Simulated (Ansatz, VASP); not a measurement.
## CsPbBr3 in VASP and in Ansatz

```
Cs Pb Br
1.0
     5.87341   -0.14032   -0.14032
    -0.14032    5.87341   -0.14032
    -0.14032   -0.14032    5.87341
Cs Pb Br
1 1 3
Direct
  0.00000 0.00000 0.00000
  0.50000 0.50000 0.50000
  0.00000 0.50000 0.50000
  0.50000 0.00000 0.50000
  0.50000 0.50000 0.00000
```

Alike in both runs: task single point; functional PBEsol; k mesh 6 × 6 × 6; occupations gaussian, width 0.05 eV; no spin polarisation.

|  | VASP | Ansatz |
| --- | --- | --- |
| version | VASP 6.6.1 | Ansatz 0.2.0 |
| potentials or method | VASP PAW PBE potentials, release 64 (Cs_sv, Pb_d, Br), cutoff 520 eV | scalar-relativistic, plane waves, PAW |
| valence electrons in the cell | 44 | 44 |

|  | VASP | Ansatz | Ansatz less VASP |
| --- | --- | --- | --- |
| gap on the k mesh at the Fermi level (eV) | 1.28 | 1.28 | -0.001 |
| least direct gap on the mesh (eV) | 1.28 | 1.28 | -0.001 |
| pressure (GPa) | 0.0 | 0.0 | 0.00 |
| traceless stress, the component that is largest in VASP (GPa) | 0.20 | 0.20 | -0.001 |

VASP's potentials were made for PBE, not for PBEsol.

Spin-orbit coupling is off throughout.
